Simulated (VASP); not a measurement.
# SrO: single point with r2SCAN

SrO:

```xyz
4
Lattice="3.5533 0.0000 0.0000 -1.7766 3.0772 0.0000 0.0000 0.0000 6.2173" Properties=species:S:1:pos:R:3 pbc="T T T"
Sr    1.7766    1.0257    4.6630
Sr    0.0000    2.0515    1.5543
O     0.0000    0.0000    3.1087
O     0.0000    0.0000    0.0000
```

| Quantity | Value |
| --- | --- |
| Program | VASP 6.6.1 |
| Task | single point |
| Functional | r2SCAN |
| Potentials or basis | VASP PAW PBE potentials, release 64 (Sr_sv, O) |
| Cutoff | 520 eV |
| k mesh | 9 × 9 × 5 |
| Occupations | fermi-dirac, width 0.05 eV |
| Spin | no spin polarisation |
| Dipole correction | no |
| Further INCAR settings | ALGO = Normal; EDIFF = 1e-06; NBANDS = 24 |

```json
{
  "Pressure": "0.1 GPa",
  "Band gap on the k mesh": "3.52 eV, indirect (least direct gap 3.67 eV)"
}
```

Levels at points of the mesh, in eV from the valence-band top:
| k point | band 12 | band 13 | band 14 | band 15 | band 16 | band 17 | band 18 | band 19 | band 20 | band 21 |
| --- | --- | --- | --- | --- | --- | --- | --- | --- | --- | --- |
| (0.00, 0.00, 0.00) | -1.03 | -1.03 | -0.79 | -0.79 | 0.00 | 3.67 | 5.44 | 5.68 | 6.73 | 6.73 |

Run time: 3.2 min on 1 thread of Intel(R) Xeon(R) Platinum 8259CL CPU @ 2.50GHz (Skylake/Cascade Lake) (shared host), peak memory 0.22 GiB.

Caveat: the PAW data sets were made with another functional, which shifts forces and pressure a little. r2SCAN opens gaps a little over a GGA but as a rule still falls short of measured ones.
